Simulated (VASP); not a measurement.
# Ga2P3 (R-3c) in VASP: a series of runs, part 2 of 2

VASP 6.6.1. The steps go on from the part before.

**4. Relaxation of cell and atoms, PBE**

INCAR reads:

```
PREC = Accurate
ENCUT = 600
EDIFF = 1E-6
ISMEAR = 0
SIGMA = 0.1
LREAL = False
LASPH = True
NELM = 100
ALGO = Normal
ISIF = 3
LWAVE = False
LCHARG = False
GGA = PE
IBRION = 2
NSW = 90
EDIFFG = -0.04
```

KPOINTS reads:

```
Automatic mesh
0
Gamma
  3 3 3
```

POSCAR reads:

```
Ga2P3
1.0
    3.0455249500      1.7583346500      5.5596145000
   -3.0455249500      1.7583346500      5.5596145000
    0.0000000000     -3.5166693000      5.5596145000
Ga P
4 6
Direct
    0.8398072100      0.8398072100      0.8398072100
    0.6601927900      0.6601927900      0.6601927900
    0.3398072100      0.3398072100      0.3398072100
    0.1601927900      0.1601927900      0.1601927900
    0.2500000000      0.9277651900      0.5722348100
    0.5722348100      0.2500000000      0.9277651900
    0.9277651900      0.5722348100      0.2500000000
    0.0722348100      0.4277651900      0.7500000000
    0.4277651900      0.7500000000      0.0722348100
    0.7500000000      0.0722348100      0.4277651900
```

Potentials or basis: VASP PAW PBE potentials, release 64 (Ga_d, P).

Started as:

```console
$ cat potpaw_PBE.64/Ga_d/POTCAR potpaw_PBE.64/P/POTCAR > POTCAR
$ mpirun -np 1 vasp_std > vasp.out
```

OUTCAR:

```text
PREC = Accurate
   ENCUT = 600
   EDIFF = 1E-6
   ISMEAR = 0
   LREAL = False
   LASPH = True
   NELM = 100
   ISIF = 3
   GGA = PE
   IBRION = 2
   NSW = 90
   EDIFFG = -0.04

 ion  position               nearest neighbor table
   1  0.840  0.840  0.840-   6 2.43   7 2.43   5 2.43   8 2.47   9 2.47  10 2.47
   2  0.660  0.660  0.660-   5 2.43   7 2.43   6 2.43   8 2.47   9 2.47  10 2.47
   3  0.340  0.340  0.340-  10 2.43   8 2.43   9 2.43   7 2.47   5 2.47   6 2.47
   4  0.160  0.160  0.160-   9 2.43   8 2.43  10 2.43   7 2.47   5 2.47   6 2.47
   5  0.250  0.928  0.572-   2 2.43   1 2.43   4 2.47   3 2.47
   6  0.572  0.250  0.928-   1 2.43   2 2.43   4 2.47   3 2.47
   7  0.928  0.572  0.250-   1 2.43   2 2.43   4 2.47   3 2.47
   8  0.072  0.428  0.750-   3 2.43   4 2.43   1 2.47   2 2.47
   9  0.428  0.750  0.072-   4 2.43   3 2.43   1 2.47   2 2.47
  10  0.750  0.072  0.428-   3 2.43   4 2.43   1 2.47   2 2.47

  LATTYP: Found a trigonal (rhomboedric) cell.
 ALAT       =     6.5784706696
 COS(alpha) =     0.5713484151

  Lattice vectors:

 A1 = (   3.0455249500,   1.7583346500,   5.5596145000)
 A2 = (  -3.0455249500,   1.7583346500,   5.5596145000)
 A3 = (   0.0000000000,  -3.5166693000,   5.5596145000)

Analysis of symmetry for initial positions (statically):
=====================================================================
 Subroutine PRICEL returns:
 Original cell was already a primitive cell.

 Routine SETGRP: Setting up the symmetry group for a
 trigonal (rhombohedral) supercell.

 Subroutine GETGRP returns: Found 12 space group operations
 (whereof  6 operations were pure point group operations)
 out of a pool of 12 trial point group operations.

The static configuration has the point symmetry S_6 .
 The point group associated with its full space group is D_3d.

Analysis of symmetry for dynamics (positions and initial velocities):
=====================================================================
 Subroutine PRICEL returns:
 Original cell was already a primitive cell.

 Routine SETGRP: Setting up the symmetry group for a
 trigonal (rhombohedral) supercell.
[... 140 lines left out ...]
 NGX is ok and might be reduce to    54
   NGX = 27   NGY = 27   NGZ = 27

--------------------------------------- Ionic step        1  -------------------------------------------

 number of electron      81.9999999 magnetization

 Free energy of the ion-electron system (eV)
  ---------------------------------------------------
  ext. energy  EPLUGINS =         0.00000000
  ---------------------------------------------------
  free energy    TOTEN  =       -39.72234660 eV

  energy without entropy =      -39.68561136  energy(sigma->0) =      -39.70397898

------------------------ aborting loop because EDIFF is reached ----------------------------------------

  FORCE on cell =-STRESS in cart. coord.  units (eV):
  Direction    XX          YY          ZZ          XY          YZ          ZX
  --------------------------------------------------------------------------------------
  -------------------------------------------------------------------------------------
  Total        6.6199368      6.6199368      8.8033406      0.0000000      0.0000000     -0.0000000
  in kB       59.3751607     59.3751607     78.9584222      0.0000000      0.0000000     -0.0000000
  external PRESSURE =      65.9029145 kB  Pullay stress =       0.0000000 kB
[... 113 lines left out ...]
  FREE ENERGIE OF THE ION-ELECTRON SYSTEM (eV)
  ---------------------------------------------------
  free  energy   TOTEN  =       -40.0496624455 eV

  energy  without entropy=      -40.0080410339  energy(sigma->0) =      -40.02885174

 E-fermi :   5.2387     XC(G=0): -10.0776

 val. band max:        5.0720174644   @ k =   0.0000   0.0000   0.0000
 cond. band min:       5.2701108936   @ k =  -0.3333   0.3333   0.3333
 fundamental gap:      0.1980934293
 Fermi energy:         5.2386521992

 k-point     1 :       0.0000    0.0000    0.0000
  band No.  band energies     occupation
      1      -9.5467      2.00000
      2      -9.5467      2.00000
      3      -9.5071      2.00000
      4      -9.5071      2.00000
      5      -9.5038      2.00000
      6      -9.4558      2.00000
[... 301 lines left out ...]
     48       8.8003      0.00000
     49       9.7127      0.00000

[... ionic steps 4 to 29 ...]

--------------------------------------- Ionic step       30  -------------------------------------------

 number of electron      82.0000010 magnetization

------------------------ aborting loop because EDIFF is reached ----------------------------------------
[... 83 lines left out ...]
--------------------------------------- Ionic step       32  -------------------------------------------

 number of electron      82.0000027 magnetization

 Free energy of the ion-electron system (eV)
  ---------------------------------------------------
  ext. energy  EPLUGINS =         0.00000000
  ---------------------------------------------------
  free energy    TOTEN  =       -41.70603247 eV

  energy without entropy =      -41.68900065  energy(sigma->0) =      -41.69751656

 E-fermi :   4.8259     XC(G=0):  -9.7024

 val. band max:        4.6601336642   @ k =  -0.3333   0.3333   0.0000
 cond. band min:       4.8825396715   @ k =  -0.3333   0.3333   0.0000
 fundamental gap:      0.2224060073
 Fermi energy:         4.8259435110

 k-point     1 :       0.0000    0.0000    0.0000
  band No.  band energies     occupation
      1     -10.0261      2.00000
      2      -9.9573      2.00000
      3      -9.9446      2.00000
      4      -9.9446      2.00000
      5      -9.9010      2.00000
      6      -9.9010      2.00000
[... 338 lines left out ...]
  FREE ENERGIE OF THE ION-ELECTRON SYSTEM (eV)
  ---------------------------------------------------
  free  energy   TOTEN  =       -41.7060324746 eV

  energy  without entropy=      -41.6890006531  energy(sigma->0) =      -41.69751656

 reached required accuracy - stopping structural energy minimisation
```

Run time: 19 min. Hardware: 1 thread of AMD EPYC 9R45 (Zen 5), shared host; peak memory 0.4 GiB.

What came out:

```yaml
Free_energy: -41.7060 eV
Relaxed_volume: 20.77 Å³/atom
Relaxed_cell: a = 7.538 Å, b = 7.538 Å, c = 7.538 Å, α = 46.77°, β = 46.77°, γ = 46.77°
Space_group_after_relaxing_to_0.1_Å: R-3c (No. 167)
Energy_gained_by_relaxing: 198.4 meV/atom
Ionic_steps: 32
Pressure_after_relaxing: 0.0 GPa
Largest_force_after_relaxing: 0.034 eV/Å
Band_gap_on_the_k_mesh: zero (bands 41 and 42 overlap by 0.43 eV)
```

Forces on the atoms (eV/Å):
```
Ga   0.000  0.000 -0.021
Ga   0.000  0.000  0.021
Ga   0.000  0.000 -0.021
Ga   0.000  0.000  0.021
P    0.017 -0.030  0.000
P    0.017  0.030  0.000
P   -0.034  0.000  0.000
P    0.034  0.000  0.000
P   -0.017 -0.030  0.000
P   -0.017  0.030  0.000
```

The path:
```csv
step,energy change (eV),largest force (eV/Å),pressure (GPa),volume (Å³)
1,0.0000,0.7600,6.59,178.63
2,-0.2970,0.3767,-2.36,198.30
3,-0.3273,0.4452,-0.58,193.33
4,-0.3965,0.3475,-0.49,193.03
5,-0.5763,0.5387,-0.19,192.05
6,-0.6680,1.0726,1.41,189.77
7,-0.6809,0.9336,0.94,190.39
8,-0.7130,0.9590,0.87,190.55
9,-0.8107,1.0275,0.67,191.01
10,-1.0031,1.0862,0.29,191.89
11,-1.2822,1.0006,0.04,193.38
12,-1.2057,0.8263,4.34,195.40
13,-1.3171,0.9736,0.60,194.06
14,-1.3645,0.7996,1.84,194.78
15,-1.6540,0.5663,0.77,200.58
16,-1.7268,0.5409,0.85,205.64
17,-1.8371,0.4634,-0.63,207.80
18,-1.8708,0.3740,-2.08,210.27
19,-1.9416,0.2145,-1.22,206.90
20,-1.9565,0.0860,-0.61,204.72
21,-1.9565,0.0762,-0.52,204.57
22,-1.9646,0.0632,-0.11,203.65
23,-1.9669,0.0784,0.28,202.89
24,-1.9696,0.0870,0.16,203.44
25,-1.9745,0.1144,-0.08,205.09
26,-1.9753,0.1264,-0.18,205.90
27,-1.9780,0.1065,-0.04,206.00
28,-1.9803,0.0758,0.16,206.13
29,-1.9786,0.1328,0.56,206.41
30,-1.9807,0.0591,0.26,206.21
31,-1.9832,0.0416,0.04,207.26
32,-1.9837,0.0342,-0.01,207.72
```

Final structure:
```xyz
10
Lattice="2.9917 1.7272 6.6998 -2.9917 1.7272 6.6998 0.0000 -3.4545 6.6998" Properties=species:S:1:pos:R:3 pbc="T T T"
Ga    0.0000    0.0000   17.3349
Ga    0.0000    0.0000   12.8141
Ga    0.0000    0.0000    7.2852
Ga    0.0000    0.0000    2.7644
P     0.6904   -1.1958    5.0248
P     0.6904    1.1958    5.0248
P    -1.3808    0.0000    5.0248
P     1.3808    0.0000   15.0745
P    -0.6904   -1.1958   15.0745
P    -0.6904    1.1958   15.0745
```

Levels at points of the mesh, in eV from the Fermi level:
```csv
k point,band 39,band 40,band 41,band 42,band 43,band 44
"(0.00, 0.00, 0.00)",-0.51,-0.29,-0.29,0.64,1.97,1.97
```

Caveat: the k points lie up to 0.42 Å⁻¹ apart in the final cell; the volume moved by over 15 % at a fixed basis, so the end points are rough; semilocal functionals underestimate gaps, so a narrow gap can read as zero.

**5. Single point, PBE**

This run uses another cell than the first one, of 20.87 Å³/atom.

INCAR reads:

```
SYSTEM = Ga2P3
PREC = Accurate
ENCUT = 520
EDIFF = 1E-7
ISMEAR = 0
SIGMA = 0.1
LREAL = .FALSE.
LASPH = .TRUE.
NELM = 60
ALGO = Normal
ISIF = 2
LWAVE = .FALSE.
LCHARG = .FALSE.
GGA = PE
NBANDS = 52
```

KPOINTS reads:

```
Automatic mesh
0
G
  6 6 6
  0 0 0
```

POSCAR reads:

```
Ga2P3
1.0
    2.6143144847      1.5093751715      8.8136110517
   -2.6143144847      1.5093751715      8.8136110517
    0.0000000000     -3.0187503429      8.8136110517
Ga P
4 6
Direct
    0.3453271344      0.3453271344      0.3453271344
    0.1546728656      0.1546728656      0.1546728656
    0.8453271344      0.8453271344      0.8453271344
    0.6546728656      0.6546728656      0.6546728656
    0.7500000000      0.5020371301      0.9979628699
    0.9979628699      0.7500000000      0.5020371301
    0.5020371301      0.9979628699      0.7500000000
    0.4979628699      0.0020371301      0.2500000000
    0.0020371301      0.2500000000      0.4979628699
    0.2500000000      0.4979628699      0.0020371301
```

Potentials or basis: VASP PAW PBE potentials, release 64 (Ga_d, P).

Started as:

```console
$ cat potpaw_PBE.64/Ga_d/POTCAR potpaw_PBE.64/P/POTCAR > POTCAR
$ mpirun -np 1 vasp_std > vasp.out
```

OUTCAR:

```text
SYSTEM = Ga2P3
   PREC = Accurate
   ENCUT = 520
   EDIFF = 1E-7
   ISMEAR = 0
   LREAL = .FALSE.
   LASPH = .TRUE.
   NELM = 60
   ISIF = 2
   GGA = PE

 ion  position               nearest neighbor table
   1  0.345  0.345  0.345-   7 2.75   5 2.75   6 2.75  10 2.83   9 2.83   8 2.83
   2  0.155  0.155  0.155-   7 2.75   6 2.75   5 2.75   9 2.83  10 2.83   8 2.83
   3  0.845  0.845  0.845-   8 2.75   9 2.75  10 2.75   6 2.83   5 2.83   7 2.83
   4  0.655  0.655  0.655-   8 2.75  10 2.75   9 2.75   5 2.83   6 2.83   7 2.83
   5  0.750  0.502  0.998-   6 2.25   7 2.25   1 2.75   2 2.75   4 2.83   3 2.83
   6  0.998  0.750  0.502-   5 2.25   7 2.25   2 2.75   1 2.75   3 2.83   4 2.83
   7  0.502  0.998  0.750-   5 2.25   6 2.25   1 2.75   2 2.75   3 2.83   4 2.83
   8  0.498  0.002  0.250-   9 2.25  10 2.25   3 2.75   4 2.75   1 2.83   2 2.83
   9  0.002  0.250  0.498-  10 2.25   8 2.25   3 2.75   4 2.75   2 2.83   1 2.83
  10  0.250  0.498  0.002-   9 2.25   8 2.25   4 2.75   3 2.75   1 2.83   2 2.83

  LATTYP: Found a trigonal (rhomboedric) cell.
 ALAT       =     9.3162542582
 COS(alpha) =     0.8425063716

  Lattice vectors:

[... 208 lines left out ...]
      3      -9.8078      2.00000
      4      -9.8078      2.00000
      5      -9.7899      2.00000
      6      -9.7899      2.00000
[... 1309 lines left out ...]
     51       8.5600      0.00000
     52       9.0505      0.00000

 [... further k-points ...]

------------------------ aborting loop because EDIFF is reached ----------------------------------------

  FORCE on cell =-STRESS in cart. coord.  units (eV):
  Direction    XX          YY          ZZ          XY          YZ          ZX
  --------------------------------------------------------------------------------------
  -------------------------------------------------------------------------------------
  Total       -0.2531596     -0.2531596      0.0933730      0.0000000      0.0000000      0.0000000
  in kB       -1.9437696     -1.9437696      0.7169215      0.0000000      0.0000000      0.0000000
  external PRESSURE =      -1.0568726 kB  Pullay stress =       0.0000000 kB

 VOLUME and BASIS-vectors are now :
 -----------------------------------------------------------------------------
  energy-cutoff  :      520.00
  volume of cell :      208.67
      direct lattice vectors                 reciprocal lattice vectors
     2.614314485  1.509375171  8.813611052     0.191254726  0.110420967  0.037820291
    -2.614314485  1.509375171  8.813611052    -0.191254726  0.110420967  0.037820291
     0.000000000 -3.018750343  8.813611052     0.000000000 -0.220841935  0.037820291

 POSITION                                       TOTAL-FORCE (eV/Angst)
 -----------------------------------------------------------------------------------
      0.00000      0.00000      9.13074         0.000000     -0.000000     -0.008316
      0.00000      0.00000      4.08968         0.000000      0.000000      0.008316
      0.00000      0.00000     22.35115         0.000000     -0.000000     -0.008316
      0.00000      0.00000     17.31010         0.000000      0.000000      0.008316
      0.64825     -1.12281     19.83062        -0.037775      0.065429      0.000000
      0.64825      1.12281     19.83062        -0.037775     -0.065429      0.000000
     -1.29651      0.00000     19.83062         0.075551      0.000000      0.000000
      1.29651      0.00000      6.61021        -0.075551      0.000000     -0.000000
     -0.64825     -1.12281      6.61021         0.037775      0.065429      0.000000
     -0.64825      1.12281      6.61021         0.037775     -0.065429      0.000000
 -----------------------------------------------------------------------------------
    total drift:                               -0.000000      0.000000      0.000000

  FREE ENERGIE OF THE ION-ELECTRON SYSTEM (eV)
  ---------------------------------------------------
  free  energy   TOTEN  =       -41.8474119747 eV

  energy  without entropy=      -41.8311644513  energy(sigma->0) =      -41.83928821
```

Wall time 12 min (1 thread of AMD EPYC 9R45 (Zen 5), shared host); peak memory 0.79 GiB.

Results:

```yaml
Free_energy: -41.8474 eV
Pressure: -0.1 GPa
Largest_force: 0.076 eV/Å
Band_gap_on_the_k_mesh: zero (bands 41 and 42 overlap by 1.73 eV)
```

Forces in eV/Å, atoms in the order of the input:
```
Ga   0.000  0.000 -0.008
Ga   0.000  0.000  0.008
Ga   0.000  0.000 -0.008
Ga   0.000  0.000  0.008
P   -0.038  0.065  0.000
P   -0.038 -0.065  0.000
P    0.076  0.000  0.000
P   -0.076  0.000  0.000
P    0.038  0.065  0.000
P    0.038 -0.065  0.000
```

**6. Overview**

```tsv
task	cell	k mesh	cutoff (eV)	gap on the mesh (eV)	pressure (GPa)	largest force (eV/Å)
single point	a = 6.578 Å, angles 55.2°, 10 atoms, atomic positions A	3 × 3 × 3	520	none	6.6	0.76
single point	a = 7.518 Å, angles 46.8°, 10 atoms, atomic positions B	3 × 3 × 3	520	none	0.0	0.02
relaxation of cell and atoms	relaxed from a = 6.578 Å, angles 55.2°, 10 atoms, atomic positions A	3 × 3 × 3	600	none	0.0	0.03
single point	a = 9.316 Å, angles 32.6°, 10 atoms, atomic positions C	6 × 6 × 6	520	none	-0.1	0.08
```

Alike in all rows: level PBE; potentials or basis VASP PAW PBE potentials, release 64 (Ga_d, P); no spin polarisation; smearing gaussian 0.1 eV.

Caveats: some runs use coarse meshes; semilocal functionals underestimate gaps, so a narrow gap can read as zero (at least some runs); the volume moved by over 15 % at a fixed basis, so the end points are rough (at least some runs).

Absolute energies hang on the potentials; compare differences alone.
